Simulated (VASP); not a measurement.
Here is a VASP 6.6.1 calculation.

Contents of INCAR:

```
SYSTEM = VSi
PREC     = Accurate       ! precision mode
ENCUT    = 600            ! plane-wave cutoff, eV
EDIFF    = 1E-7           ! SCF threshold, eV
ISMEAR   = 0              ! smearing method
SIGMA    = 0.1            ! smearing width, eV
LREAL    = .FALSE.        ! projectors in reciprocal space
LASPH    = .TRUE.         ! aspherical terms in the spheres
NELM     = 80             ! most SCF steps
ALGO     = Normal         ! electronic algorithm
ISIF     = 3              ! what is computed and relaxed
LWAVE    = .FALSE.        ! write WAVECAR
LCHARG   = .FALSE.        ! write CHGCAR
GGA      = PE             ! functional
IBRION   = 2              ! ionic algorithm
NSW      = 100            ! ionic steps
EDIFFG   = -0.01          ! ionic threshold
```

Contents of KPOINTS:

```
Automatic mesh
0
G
  22 22 14
  0 0 0
```

File POSCAR:

```
VSi
1.0
    2.6065254566      0.0000000000      0.0000000000
    0.0000000000      2.6065254566      0.0000000000
    0.0000000000      0.0000000000      3.7468273623
V Si
1 1
Direct
    0.5000000000      0.5000000000      0.5000000000
    0.0000000000      0.0000000000      0.0000000000
```

Potentials or basis: VASP PAW PBE potentials, release 64 (V_sv, Si).

Launch:

```sh
$ cat potpaw_PBE.64/V_sv/POTCAR potpaw_PBE.64/Si/POTCAR > POTCAR
$ mpirun -np 1 vasp_std > vasp.out
```

(1) Estimate the space group after relaxing (to 0.1 Å).

(2) Estimate the band gap on the k mesh.

## Answers

(1) P4/mmm (No. 123).

(2) zero (an odd number of electrons rules out a gap without spin polarisation).
